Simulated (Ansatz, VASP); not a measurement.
## ZnS in VASP and in Ansatz

The input INCAR:

```
SYSTEM = ZnS
PREC = Accurate
ENCUT = 500
EDIFF = 1E-6
ISMEAR = 0
SIGMA = 0.01
LREAL = .FALSE.
LASPH = .TRUE.
NELM = 120
ALGO = Normal
ISIF = 2
LWAVE = .FALSE.
LCHARG = .TRUE.
GGA = PS
LELF = .TRUE.
LVHAR = .TRUE.
NBANDS = 16
GGA_COMPAT = .FALSE.
```

File KPOINTS:

```
Automatic mesh
0
G
  8 8 8
  0 0 0
```

File POSCAR:

```
ZnS
1.0
    2.6377582893      2.6377582893      0.0000000000
   -2.6377582893      2.6377582893      0.0000000000
    0.0000000000      2.6377582893      2.6377582893
Zn S
1 1
Direct
    0.7500000000      0.2500000000      0.5000000000
    0.0000000000      0.0000000000      0.0000000000
```

Input for Ansatz:

```yaml
crystal:
  lattice:
    - [2.63775828933, 2.63775828933, 0.0]
    - [-2.63775828933, 2.63775828933, 0.0]
    - [0.0, 2.63775828933, 2.63775828933]
  atoms:
    - { symbol: Zn, position: [0.75, 0.25, 0.5] }
    - { symbol: S, position: [0.0, 0.0, 0.0] }
kpoints:
  mp_grid: { grid: [8, 8, 8] }
scf:
  occupations: { method: fixed }
  convergence: { dr2_threshold: 1.0e-10 }
hamiltonian:
  xc: pbesol
  pseudopotentials: { kind: all_electron, lapw: { basis_error: 0.0005 } }
output:
  forces: true
  stress: true
  eigenstates:
    kpoints:
      - [0.0, 0.0, 0.0]
      - [-0.5, -0.5, -0.5]
      - [-0.5, 0.5, 0.0]
      - [0.0, 0.0, -0.5]
      - [0.0, -0.5, -0.5]
      - [0.0, 0.5, 0.0]
      - [-0.5, 0.0, 0.0]
      - [-0.5, 0.0, -0.5]
  eigenvalues: true
```

Alike in both runs: task single point; functional PBEsol; k mesh 8 × 8 × 8; no spin polarisation.

|  | VASP | Ansatz |
| --- | --- | --- |
| version | VASP 6.6.1 | Ansatz 0.2.0 |
| potentials or method | VASP PAW PBE potentials, release 64 (Zn, S), cutoff 500 eV | all-electron LAPW, scalar-relativistic |
| occupations | gaussian, width 0.01 eV | fixed |

|  | VASP | Ansatz | Ansatz less VASP |
| --- | --- | --- | --- |
| gap on the k mesh at the Fermi level (eV) | 2.30 | 2.29 | -0.007 |
| pressure (GPa) | 4.2 | 4.0 | -0.19 |

VASP's potentials were made for PBE, not for PBEsol. Ansatz ran all-electron here, and VASP with PAW potentials.
